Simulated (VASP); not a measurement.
# Si (P6_3/mmc) in VASP: notebook, part 2 of 2

VASP 6.6.1. The steps go on from the part before.

## (3) Single point, LDA

This run uses another cell than the first one, of the same volume but with other edges.

Input file INCAR:

```
ALGO = Normal
EDIFF = 1E-6
ENCUT = 520
ISIF = 2
ISMEAR = 0
LASPH = T
LCHARG = F
LREAL = F
LWAVE = F
NBANDS = 16
NELM = 100
PREC = Accurate
SIGMA = 0.03
```

Input file KPOINTS:

```
k-points
0
Gamma
  12 12 6
```

Input file POSCAR:

```
Si
1.0
    3.7054125847      0.0000000000      0.0000000000
   -1.8527062924      3.2089814298      0.0000000000
    0.0000000000      0.0000000000      6.6197195825
Si
4
Direct
    0.3333333333      0.6666666667      0.0773474439
    0.6666666667      0.3333333333      0.5773474439
    0.3333333333      0.6666666667      0.4226525561
    0.6666666667      0.3333333333      0.9226525561
```

Potentials or basis: VASP PAW LDA potentials, release 64 (Si).

The run is started by

```console
$ cat potpaw_LDA.64/Si/POTCAR > POTCAR
$ mpirun -np 1 vasp_std > vasp.out
```

OUTCAR:

```text
EDIFF = 1E-6
   ENCUT = 520
   ISIF = 2
   ISMEAR = 0
   LASPH = T
   LREAL = F
   NELM = 100
   PREC = Accurate

 ion  position               nearest neighbor table
   1  0.333  0.667  0.077-   3 2.29   4 2.37   4 2.37   4 2.37
   2  0.667  0.333  0.577-   4 2.29   3 2.37   3 2.37   3 2.37
   3  0.333  0.667  0.423-   1 2.29   2 2.37   2 2.37   2 2.37
   4  0.667  0.333  0.923-   2 2.29   1 2.37   1 2.37   1 2.37

  LATTYP: Found a hexagonal cell.
 ALAT       =     3.7054125847
 C/A-ratio  =     1.7865000000

  Lattice vectors:

 A1 = (   3.7054125847,   0.0000000000,   0.0000000000)
 A2 = (  -1.8527062924,   3.2089814298,   0.0000000000)
 A3 = (   0.0000000000,   0.0000000000,   6.6197195825)

Analysis of symmetry for initial positions (statically):
=====================================================================
 Subroutine PRICEL returns:
 Original cell was already a primitive cell.

 Routine SETGRP: Setting up the symmetry group for a
 hexagonal supercell.

 Subroutine GETGRP returns: Found 24 space group operations
 (whereof 12 operations were pure point group operations)
 out of a pool of 24 trial point group operations.

The static configuration has the point symmetry D_3d.
 The point group associated with its full space group is D_6h.

Analysis of symmetry for dynamics (positions and initial velocities):
=====================================================================
 Subroutine PRICEL returns:
 Original cell was already a primitive cell.

 Routine SETGRP: Setting up the symmetry group for a
 hexagonal supercell.

 Subroutine GETGRP returns: Found 24 space group operations
 (whereof 12 operations were pure point group operations)
 out of a pool of 24 trial point group operations.

The dynamic configuration has the point symmetry D_3d.
 The point group associated with its full space group is D_6h.

 Subroutine INISYM returns: Found 24 space group operations
[... 123 lines left out ...]
  Fermi-wavevector in a.u.,A,eV,Ry     =   0.962573  1.818999 12.606436  0.926547
  Thomas-Fermi vector in A             =   2.092044
   LORBIT       =      0    0 simple, 1 ext, 2 COOP (PROOUT), +10 PAW based schemes
   GGA     = CA    functional components
   LHFCALC =     F    Hartree Fock is set to
   AEXX    =    0.0000 exact exchange contribution
   IVDW    =     0    specifies the selected vdW correction
   LEPSILON=     F    determine dielectric tensor
   LRPA    =     F    only Hartree local field effects (RPA)
 non-spin polarized calculation
 Gauss-broadening in eV      SIGMA  =   0.03
  energy-cutoff  :      520.00
  volume of cell :       78.71
 maximum number of plane-waves:      2148
 NGX is ok and might be reduce to    28

 number of electron      16.0000001 magnetization

 Free energy of the ion-electron system (eV)
  ---------------------------------------------------
  ext. energy  EPLUGINS =         0.00000000
  ---------------------------------------------------
  free energy    TOTEN  =       -23.40589837 eV

  energy without entropy =      -23.40560727  energy(sigma->0) =      -23.40575282

 E-fermi :   6.4611     XC(G=0):  -9.6934

 val. band max:        6.3956060441   @ k =   0.4167   0.0000   0.3333
 cond. band min:       6.4777092041   @ k =   0.3333   0.2500   0.0000
 fundamental gap:      0.0821031601
 Fermi energy:         6.4611262407

 k-point     1 :       0.0000    0.0000    0.0000
  band No.  band energies     occupation
      1      -6.1149      2.00000
      2      -3.8872      2.00000
      3      -1.8066      2.00000
      4       4.6985      2.00000
      5       5.3464      2.00000
      6       5.3464      2.00000
[... 433 lines left out ...]
      3      -1.0242      2.00000
      4       1.4146      2.00000
      5       1.6860      2.00000
      6       3.7780      2.00000
[... 8 lines left out ...]
     15      13.5821      0.00000
     16      13.7215      0.00000

 [... further k-points ...]

------------------------ aborting loop because EDIFF is reached ----------------------------------------

  FORCE on cell =-STRESS in cart. coord.  units (eV):
  Direction    XX          YY          ZZ          XY          YZ          ZX
  --------------------------------------------------------------------------------------
  -------------------------------------------------------------------------------------
  Total        0.3877742      0.3877742     -2.2652091     -0.0000000      0.0000000      0.0000000
  in kB        7.8930724      7.8930724    -46.1079178     -0.0000000      0.0000000      0.0000000
  external PRESSURE =     -10.1072577 kB  Pullay stress =       0.0000000 kB

 VOLUME and BASIS-vectors are now :
 -----------------------------------------------------------------------------
  energy-cutoff  :      520.00
  volume of cell :       78.71
      direct lattice vectors                 reciprocal lattice vectors
     3.705412585  0.000000000  0.000000000     0.269875480  0.155812681  0.000000000
    -1.852706292  3.208981430  0.000000000     0.000000000  0.311625362  0.000000000
     0.000000000  0.000000000  6.619719583     0.000000000  0.000000000  0.151063801

 POSITION                                       TOTAL-FORCE (eV/Angst)
 -----------------------------------------------------------------------------------
     -0.00000      2.13932      0.51202         0.000000      0.000000     -1.761187
      1.85271      1.06966      3.82188        -0.000000      0.000000     -1.761187
     -0.00000      2.13932      2.79784         0.000000     -0.000000      1.761187
      1.85271      1.06966      6.10770        -0.000000      0.000000      1.761187
 -----------------------------------------------------------------------------------
    total drift:                               -0.000000      0.000000      0.000000

  FREE ENERGIE OF THE ION-ELECTRON SYSTEM (eV)
  ---------------------------------------------------
  free  energy   TOTEN  =       -23.4058983654 eV

  energy  without entropy=      -23.4056072710  energy(sigma->0) =      -23.40575282
```

OSZICAR:

```text
N       E                     dE             d eps       ncg     rms          rms(c)
DAV:   1     0.245224626507E+02    0.24522E+02   -0.59697E+03  2432   0.821E+02
DAV:   2    -0.220593962954E+02   -0.46582E+02   -0.42149E+02  3296   0.122E+02
DAV:   3    -0.239462110617E+02   -0.18868E+01   -0.18581E+01  3352   0.231E+01
DAV:   4    -0.239705163823E+02   -0.24305E-01   -0.24300E-01  3000   0.328E+00
DAV:   5    -0.239709436048E+02   -0.42722E-03   -0.42720E-03  3456   0.411E-01    0.713E+00
DAV:   6    -0.235667270819E+02    0.40422E+00   -0.17777E-01  2976   0.204E+00    0.421E+00
DAV:   7    -0.234071642654E+02    0.15956E+00   -0.28967E-01  3040   0.258E+00    0.418E-01
DAV:   8    -0.234058513292E+02    0.13129E-02   -0.29028E-02  2936   0.973E-01    0.201E-01
DAV:   9    -0.234059506821E+02   -0.99353E-04   -0.11592E-03  3088   0.204E-01    0.851E-02
DAV:  10    -0.234059082446E+02    0.42438E-04   -0.31196E-04  3152   0.948E-02    0.201E-02
DAV:  11    -0.234058980216E+02    0.10223E-04   -0.28817E-05  2952   0.306E-02    0.175E-02
DAV:  12    -0.234058983654E+02   -0.34379E-06   -0.30244E-06  3304   0.964E-03
   1 F= -.23405898E+02 E0= -.23405753E+02  d E =-.291094E-03
```

stdout:

```text
POSCAR found type information on POSCAR Si
 POSCAR found :  1 types and       4 ions
 scaLAPACK will be used
 LDA part: xc-table for (Slater(with rela. corr.)+CA(PZ))
 , standard interpolation
 POSCAR, INCAR and KPOINTS ok, starting setup
 FFT: planning ... GRIDC
 FFT: planning ... GRID_SOFT
 FFT: planning ... GRID
 WAVECAR not read
 entering main loop
```

Run time: 57 s. Hardware: 1 thread of Intel Xeon Platinum 8488C (Sapphire Rapids), shared host; peak memory 0.19 GiB.

Results:

```yaml
Free_energy: -23.4059 eV
Pressure: -1.0 GPa
Largest_force: 1.761 eV/Å
Band_gap_on_the_k_mesh: zero (bands 8 and 9 overlap by 0.61 eV)
```

Forces on the atoms (eV/Å):
```
Si   0.000  0.000 -1.761
Si   0.000  0.000 -1.761
Si   0.000  0.000  1.761
Si   0.000  0.000  1.761
```

Stress tensor (GPa, compression positive):
```
 0.79  0.00  0.00
 0.00  0.79  0.00
 0.00  0.00 -4.61
```

Caveat: semilocal functionals underestimate gaps, so a narrow gap can read as zero; forces of over 1 eV/Å act on the atoms, so gaps and moduli don't describe the material at rest.

## (4) Single point, LDA

Input file INCAR:

```
  PREC = Accurate
  ENCUT = 520
  EDIFF = 1E-7
  ISMEAR = 0
  SIGMA = 0.03
  LREAL = F
  LASPH = T
  NELM = 100
  ALGO = Normal
  ISIF = 2
  LWAVE = F
  LCHARG = T
  LELF = T
  LVHAR = T
  NBANDS = 16
```

Input file KPOINTS:

```
Automatic mesh
0
Gamma
  12 12 6
```

Input file POSCAR:

```
Si
1.0
    3.9671651941      0.0000000000      0.0000000000
   -1.9835825971      3.4356658391      0.0000000000
    0.0000000000      0.0000000000      5.7750023730
Si
4
Direct
    0.3333333333      0.6666666667      0.0821179099
    0.6666666667      0.3333333333      0.5821179099
    0.3333333333      0.6666666667      0.4178820901
    0.6666666667      0.3333333333      0.9178820901
```

The run is started by

```console
$ cat potpaw_LDA.64/Si/POTCAR > POTCAR
$ mpirun -np 1 vasp_std > vasp.out
```

Wall time 79 s (1 thread of Intel Xeon Platinum 8488C (Sapphire Rapids), shared host); peak memory 0.2 GiB.

Results (log left out):

```yaml
Free_energy: -20.9180 eV
Pressure: 12.0 GPa
Largest_force: 8.475 eV/Å
Band_gap_on_the_k_mesh: zero (bands 8 and 9 overlap by 0.85 eV)
```

Forces on the atoms (eV/Å):
```
Si   0.000  0.000 -8.475
Si   0.000  0.000 -8.475
Si   0.000  0.000  8.475
Si   0.000  0.000  8.475
```

Stress tensor (GPa, compression positive):
```
-12.11   0.00   0.00
  0.00 -12.11   0.00
  0.00   0.00  60.35
```

Levels at points of the mesh, in eV from the Fermi level:
| k point | band 6 | band 7 | band 8 | band 9 | band 10 | band 11 |
| --- | --- | --- | --- | --- | --- | --- |
| (0.00, 0.00, 0.00) | -1.43 | 0.03 | 0.65 | 0.65 | 0.66 | 0.66 |
| (0.50, 0.00, 0.00) | -3.91 | -3.62 | -0.66 | -0.07 | 1.37 | 2.10 |
| (0.00, 0.00, 0.50) | -1.41 | -1.41 | -1.41 | 1.34 | 1.34 | 2.57 |
| (0.50, 0.00, 0.50) | -2.68 | -2.52 | -2.52 | 0.61 | 0.61 | 2.40 |

Caveat: the cell stands under pressure; forces of over 1 eV/Å act on the atoms, so gaps and moduli don't describe the material at rest.

## (5) The runs side by side

| cell | gap on the mesh (eV) | pressure (GPa) | largest force (eV/Å) |
| --- | --- | --- | --- |
| a = 3.967, b = 3.967, c = 5.775 Å, angles 90.0, 90.0, 120.0°, 4 atoms, atomic positions A | none | 6.3 | 4.81 |
| a = 3.705, b = 3.705, c = 6.620 Å, angles 90.0, 90.0, 120.0°, 4 atoms, atomic positions B | none | -1.0 | 1.76 |
| a = 3.967, b = 3.967, c = 5.775 Å, angles 90.0, 90.0, 120.0°, 4 atoms, atomic positions C | none | 12.0 | 8.48 |

Alike in all rows: task single point; level LDA; potentials or basis VASP PAW LDA potentials, release 64 (Si); no spin polarisation; k mesh 12 × 12 × 6; cutoff (eV) 520; smearing gaussian 0.03 eV.

Caveats: forces of over 1 eV/Å act on the atoms, so gaps and moduli don't describe the material at rest; the cell stands under pressure (at least some runs); semilocal functionals underestimate gaps, so a narrow gap can read as zero (at least some runs).

Total energies depend on the potentials used, so only differences within one code and one set of settings carry meaning.
